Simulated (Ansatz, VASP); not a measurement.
## Two plane-wave programs on TaN

File POSCAR:

```
TaN
1.0
    0.0000000000      2.1790000000      2.1790000000
    2.1790000000      0.0000000000      2.1790000000
    2.1790000000      2.1790000000      0.0000000000
Ta N
1 1
Direct
    0.5000000000      0.5000000000      0.5000000000
    0.0000000000      0.0000000000      0.0000000000
```

INCAR.step1

```
ALGO = Normal
EDIFF = 1E-5
ENCUT = 770
GGA = PE
GGA_COMPAT = F
ISMEAR = -1
LASPH = T
LCHARG = F
LREAL = F
LWAVE = T
NBANDS = 16
NELM = 120
PREC = Accurate
SIGMA = 0.1
```

File INCAR.step2:

```
ALGO = Normal
EDIFF = 1E-6
ENCUT = 770
GGA_COMPAT = F
ISIF = 2
ISMEAR = -1
ISTART = 1
LASPH = T
LCHARG = T
LELF = T
LMIXTAU = T
LREAL = F
LVHAR = T
LWAVE = F
METAGGA = R2SCAN
NBANDS = 16
NELM = 120
PREC = Accurate
SIGMA = 0.1
```

KPOINTS

```
k-points
0
Gamma
  13 13 13
```

Input for Ansatz:

```yaml
crystal:
  lattice:
    bravais: fcc
    a: 4.358
  space_group: 225
  atoms:
    - { symbol: Ta, position: [0.5, 0.0, 0.0] }
    - { symbol: "N", position: [0.0, 0.0, 0.0] }
  reduce_to_primitive: true
basis:
  ecutwfc: 550.0
kpoints:
  mp_grid:
    grid: [13, 13, 13]
hamiltonian:
  xc: r2scan
scf:
  occupations:
    method: fermi_dirac
    width: 0.1
output:
  stress: true
```

Alike in both runs: task single point; functional r2SCAN; k mesh 13 × 13 × 13; occupations fermi-dirac, width 0.1 eV; no spin polarisation.

|  | VASP | Ansatz |
| --- | --- | --- |
| version | VASP 6.6.1 | Ansatz 0.2.0 |
| potentials or method | VASP PAW PBE potentials, release 64 (Ta_sv_GW, N), cutoff 770 eV | plane waves, PAW |
| valence electrons in the cell | 18 | 18 |

VASP gave:

| Item | Value |
| --- | --- |
| pressure (GPa) | 9.9 |

Which values does Ansatz return?

Pressure (GPa): 9.8.

VASP's potentials were made for PBE, not for r2SCAN.

Neither program's run includes spin-orbit coupling.
